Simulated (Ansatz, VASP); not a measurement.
# One calculation of GdO, two programs

Contents of INCAR:

```
ALGO = Normal ; EDIFF = 1E-6
ENCUT = 520 ; GGA = PS
ISIF = 2 ; ISMEAR = 0
ISPIN = 2 ; LASPH = True
LCHARG = False ; LDAU = True
LDAUJ = 0 0 ; LDAUL = 3 -1
LDAUPRINT = 1 ; LDAUTYPE = 2
LDAUU = 6 0 ; LMAXMIX = 6
LORBIT = 11 ; LREAL = False
LWAVE = False ; MAGMOM = 7.7 0.01
NBANDS = 23 ; NELM = 150
PREC = Accurate ; SIGMA = 0.05
```

KPOINTS

```
k-points
0
Gamma
  8 8 8
```

Contents of POSCAR:

```
GdO
1.0
    0.0000000000      2.6647326159      2.6647326159
    2.6647326159      0.0000000000      2.6647326159
    2.6647326159      2.6647326159      0.0000000000
Gd O
1 1
Direct
    0.0000000000      0.0000000000      0.0000000000
    0.2500000000      0.2500000000      0.2500000000
```

Input for Ansatz:

```yaml
crystal:
  lattice:
    - [0.0, 2.6647326159, 2.6647326159]
    - [2.6647326159, 0.0, 2.6647326159]
    - [2.6647326159, 2.6647326159, 0.0]
  atoms:
    - { symbol: Gd, position: [0.0, 0.0, 0.0], spin: 7.71 }
    - { symbol: O, position: [0.25, 0.25, 0.25] }
basis:
  ecutwfc: 420
  ecutrho_ratio: 4
kpoints:
  mp_grid: { grid: [8, 8, 8] }
hamiltonian:
  xc: pbesol
  hubbard:
    sites:
      - { species: Gd, l: f, u_eff: 6.0, starting_ns: start.occupation_matrices }
    ns_hold: { iters: 6 }
scf:
  occupations: { method: gaussian, width: 0.05 }
  lower_state_search: "off"
output:
  forces: true
  stress: true
  eigenvalues: true
  populations: true
  hubbard: { sites: [{ species: Gd, l: f }] }
magnetization:
  spin_polarized: true
```

Alike in both runs: task single point; functional PBEsol; k mesh 8 × 8 × 8; occupations gaussian, width 0.05 eV; collinear spin; Hubbard terms Gd f U = 6.0 eV.

|  | VASP | Ansatz |
| --- | --- | --- |
| version | VASP 6.6.1 | Ansatz 0.2.0 |
| potentials or method | VASP PAW PBE potentials, release 64 (Gd, O), cutoff 520 eV | scalar-relativistic, plane waves, PAW |
| valence electrons in the cell | 24 | 24 |

Ansatz gave:

* gap on the k mesh at the Fermi level (eV): none
* pressure (GPa): 0.0
* net moment per atom (μB): 3.97
* size of the moment on the site where the two differ most (μB): 7.00

**Question.** Estimate VASP's values.

**Answer.** gap on the k mesh at the Fermi level (eV): none; pressure (GPa): 0.1; net moment per atom (μB): 3.97; size of the moment on the site where the two differ most (μB): 7.09.

VASP's potentials were made for PBE, not for PBEsol. Site moments also hang on the region over which each program counts them. The programs project onto different local orbitals, so the same U acts differently, and such runs can settle in different states. A gap of «none» marks a metal or a gap that the smearing closes. Ansatz's warnings: filled band counts differ across k points, stability check not made.

Neither program's run includes spin-orbit coupling.
